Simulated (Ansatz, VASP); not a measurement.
This is a calculation of Si2W for VASP 6.6.1.

INCAR

```
PREC = Accurate
ENCUT = 520
EDIFF = 1E-7
ISMEAR = -1
SIGMA = 0.05
LREAL = False
LASPH = True
NELM = 60
ALGO = Normal
ISIF = 2
LWAVE = False
LCHARG = False
GGA = PE
NBANDS = 18
```

KPOINTS

```
regular mesh
0
Gamma
  12 12 12
```

The input POSCAR:

```
Si2W
1.0
   -1.5851824729      1.5851824729      3.8620387842
    1.5851824729     -1.5851824729      3.8620387842
    1.5851824729      1.5851824729     -3.8620387842
W Si
1 2
Direct
    0.0000000000      0.0000000000      0.0000000000
    0.6653000000      0.6653000000      0.0000000000
    0.3347000000      0.3347000000      0.0000000000
```

Potentials or basis: VASP PAW PBE potentials, release 64 (W_sv, Si).

The run is started by

```bash
$ cat potpaw_PBE.64/W_sv/POTCAR potpaw_PBE.64/Si/POTCAR > POTCAR
$ mpirun -np 1 vasp_std > vasp.out
```

Question: Translate it to Ansatz 0.2.0. Potentials there: Ansatz PAW soft_1.

Answer: As run (the cutoff follows the program's own potentials):

The input input.yaml:

```yaml
crystal:
  lattice:
    - [-1.5851824729, 1.5851824729, 3.8620387842]
    - [1.5851824729, -1.5851824729, 3.8620387842]
    - [1.5851824729, 1.5851824729, -3.8620387842]
  atoms:
    - { symbol: W, position: [0.0, 0.0, 0.0] }
    - { symbol: Si, position: [0.6653, 0.6653, 0.0] }
    - { symbol: Si, position: [0.3347, 0.3347, 0.0] }
hamiltonian:
  xc: pbe
  pseudopotentials: { kind: paw, azcp: { folder: soft_1 } }
kpoints:
  mp_grid: { grid: [12, 12, 12] }
scf:
  occupations: { method: fermi_dirac, width: 0.05 }
output:
  forces: true
  stress: true
  eigenvalues: true
```

Potentials or basis: Ansatz PAW soft_1.

Run with:

```bash
$ ansatz run input.yaml --threads 1 --pin off --max-ram 3584MiB --backend cpu --events-out ev --progress --plain --runs-dir out
```

Both were run:

|  | VASP | Ansatz | Ansatz less VASP |
| --- | --- | --- | --- |
| gap on the k mesh at the Fermi level (eV) | none | none | - |
| pressure (GPa) | 13.9 | 13.9 | -0.06 |
| traceless stress, the component that is largest in VASP (GPa) | 1.28 | 1.35 | +0.070 |
| rms of the force components (eV/Å) | 0.093 | 0.092 | -0.0009 |

Atom by atom the forces differ by 0.001 eV/Å (rms over components). A gap of «none» marks a metal or a gap that the smearing closes.

Spin-orbit coupling is off throughout.
